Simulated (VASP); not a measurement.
Here is a VASP 6.6.1 calculation.

File INCAR:

```
PREC = Accurate ; ENCUT = 520
EDIFF = 1E-6 ; ISMEAR = 0
SIGMA = 0.1 ; LREAL = False
LASPH = True ; NELM = 100
ALGO = Normal ; ISIF = 2
LWAVE = False ; LCHARG = False
GGA = PE ; NBANDS = 36
```

The input KPOINTS:

```
Automatic mesh
0
Gamma
  4 4 4
```

POSCAR

```
Ge
1.0
    2.2054111200     -3.8733082700      0.0000000000
    2.2054111200      3.8733082700      0.0000000000
    0.0000000000      0.0000000000      4.1764507600
Ge
4
Direct
    0.7500000000      0.2500000000      0.3554073800
    0.2500000000      0.7500000000      0.6445926200
    0.0000000000      0.0000000000      0.0000000000
    0.5000000000      0.5000000000      0.0000000000
```

Potentials or basis: VASP PAW PBE potentials, release 64 (Ge_d).

Launch:

```bash
$ cat potpaw_PBE.64/Ge_d/POTCAR > POTCAR
$ mpirun -np 1 vasp_std > vasp.out
```

**Question.** What does it give for the largest force?

**Answer.** 1.060 eV/Å.

**Question.** What does it give for the band gap on the k mesh?

**Answer.** Zero (bands 28 and 29 overlap by 1.35 eV).

**Question.** What does it give for the pressure?

**Answer.** 24.0 GPa.

Stress tensor (GPa, compression positive):
```
46.17  0.00  0.00
 0.00 17.29  0.00
 0.00  0.00  8.64
```

Caveat: the k points lie up to 0.41 Å⁻¹ apart, too coarse for converged energies and pressures of a metal; forces of over 1 eV/Å act on the atoms, so gaps and moduli don't describe the material at rest.
